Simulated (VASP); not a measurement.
Set up this calculation in VASP 6.6.1, as the native input.

- Task: single point
- Functional: PBE
- Potentials or basis: VASP PAW PBE potentials, release 64 (B, P)
- Cutoff: 500 eV
- k mesh: 8 × 8 × 8
- Occupations: gaussian, width 0.01 eV
- Spin: no spin polarisation
- Dipole correction: no
- Further INCAR settings: ALGO = Normal; EDIFF = 1e-06; NBANDS = 11

The structure of BP (pbe) lies in POSCAR:

```
BP
1.0
    0.0000000000      2.2969143471      2.2644037746
    2.2969143471      0.0000000000      2.2644037746
    2.2969143471      2.2969143471      0.0000000000
B P
1 1
Direct
    0.0000000000      0.0000000000      0.0000000000
    0.2500000000      0.2500000000      0.2500000000
```

These files were run (other wordings do the same):

INCAR

```
SYSTEM = BP
PREC = Accurate
ENCUT = 500
EDIFF = 1E-6
ISMEAR = 0
SIGMA = 0.01
LREAL = .FALSE.
LASPH = .TRUE.
NELM = 120
ALGO = Normal
ISIF = 2
LWAVE = .FALSE.
LCHARG = .FALSE.
GGA = PE
NBANDS = 11
GGA_COMPAT = .FALSE.
```

KPOINTS

```
regular mesh
0
G
  8 8 8
  0 0 0
```

Potentials or basis: VASP PAW PBE potentials, release 64 (B, P).

Run with:

```bash
$ cat potpaw_PBE.64/B/POTCAR potpaw_PBE.64/P/POTCAR > POTCAR
$ mpirun -np 1 vasp_std > vasp.out
```

Results of the run:

```
Pressure               : -2.6 GPa
Band gap on the k mesh : 1.09 eV, indirect (least direct gap 3.22 eV)
```

Wall time 11 s on 1 thread of AMD EPYC 7R13 Processor (Zen 3), on a shared host, peak memory 0.11 GiB.
